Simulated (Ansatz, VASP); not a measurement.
# Two plane-wave programs on LiF

INCAR

```
SYSTEM = LiF
ALGO = Normal
EDIFF = 1E-6
ENCUT = 520
ISIF = 2
ISMEAR = 0
LASPH = .TRUE.
LCHARG = .FALSE.
LREAL = .FALSE.
LWAVE = .FALSE.
NBANDS = 18
NELM = 60
PREC = Accurate
SIGMA = 0.05
```

Contents of KPOINTS:

```
k-points
0
G
  9 9 6
  0 0 0
```

Contents of POSCAR:

```
LiF
1.0
    2.9984347243      0.0000000000      0.0000000000
   -1.4992173621      2.5967206428      0.0000000000
    0.0000000000      0.0000000000      4.7579162205
Li F
2 2
Direct
    0.3333333333      0.6666666667      0.4120529761
    0.6666666667      0.3333333333      0.9120529761
    0.3333333333      0.6666666667      0.9910195924
    0.6666666667      0.3333333333      0.4910195924
```

Input for Ansatz:

```yaml
crystal:
  lattice:
    - [2.9984347243, 0.0, 0.0]
    - [-1.4992173621, 2.5967206428, 0.0]
    - [0.0, 0.0, 4.7579162205]
  atoms:
    - { symbol: Li, position: [0.3333333333, 0.6666666667, 0.4120529761] }
    - { symbol: Li, position: [0.6666666667, 0.3333333333, 0.9120529761] }
    - { symbol: F, position: [0.3333333333, 0.6666666667, 0.9910195924] }
    - { symbol: F, position: [0.6666666667, 0.3333333333, 0.4910195924] }
basis:
  ecutwfc: 520.0
kpoints:
  mp_grid: { grid: [9, 9, 6] }
hamiltonian:
  xc: lda
scf:
  occupations: { method: gaussian, width: 0.05 }
output:
  forces: true
  stress: true
  eigenvalues: true
```

Alike in both runs: task single point; functional LDA; k mesh 9 × 9 × 6; occupations gaussian, width 0.05 eV; no spin polarisation.

```csv
,VASP,Ansatz
version,VASP 6.6.1,Ansatz 0.2.0
potentials or method,"VASP PAW LDA potentials, release 64 (Li_sv, F), cutoff 520 eV","scalar-relativistic, plane waves, PAW"
valence electrons in the cell,20,20
```

```tsv
	VASP	Ansatz	Ansatz less VASP
gap on the k mesh at the Fermi level (eV)	7.71	7.73	+0.017
least direct gap on the mesh (eV)	7.71	7.73	+0.017
rms of the force components (eV/Å)	0.206	0.204	-0.0019
```

LDA's correlation is that of Perdew and Zunger in VASP and of Perdew and Wang (1992) in Ansatz. Atom by atom the forces differ by 0.002 eV/Å (rms over components).

Noted on VASP's run: the cutoff is short for stress, so the pressure is rough.
